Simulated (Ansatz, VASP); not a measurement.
## One calculation of SnO, two programs

```
Sn O
1.0
     3.49724    0.00000    0.00000
     0.00000    3.49724    0.00000
     0.00000    0.00000    5.18466
Sn O
2 2
Direct
  0.00000 0.50000 0.24575
  0.50000 0.00000 0.75425
  0.00000 0.00000 0.00000
  0.50000 0.50000 0.00000
```

Alike in both runs: task single point; functional LDA; k mesh 12 × 12 × 10; occupations gaussian, width 0.15 eV; no spin polarisation.

```csv
,VASP,Ansatz
version,VASP 6.6.1,Ansatz 0.2.0
potentials or method,"VASP PAW LDA potentials, release 64 (Sn_d, O), cutoff 520 eV","scalar-relativistic, plane waves, PAW"
valence electrons in the cell,40,40
```

|  | VASP | Ansatz | Ansatz less VASP |
| --- | --- | --- | --- |
| gap on the k mesh at the Fermi level (eV) | none | none | - |
| pressure (GPa) | 8.0 | 7.5 | -0.49 |
| traceless stress, the component that is largest in VASP (GPa) | -13.97 | -14.02 | -0.053 |
| rms of the force components (eV/Å) | 0.255 | 0.311 | +0.0554 |

LDA's correlation is that of Perdew and Zunger in VASP and of Perdew and Wang (1992) in Ansatz. Atom by atom the forces differ by 0.055 eV/Å (rms over components). A gap of «none» marks a metal or a gap that the smearing closes.
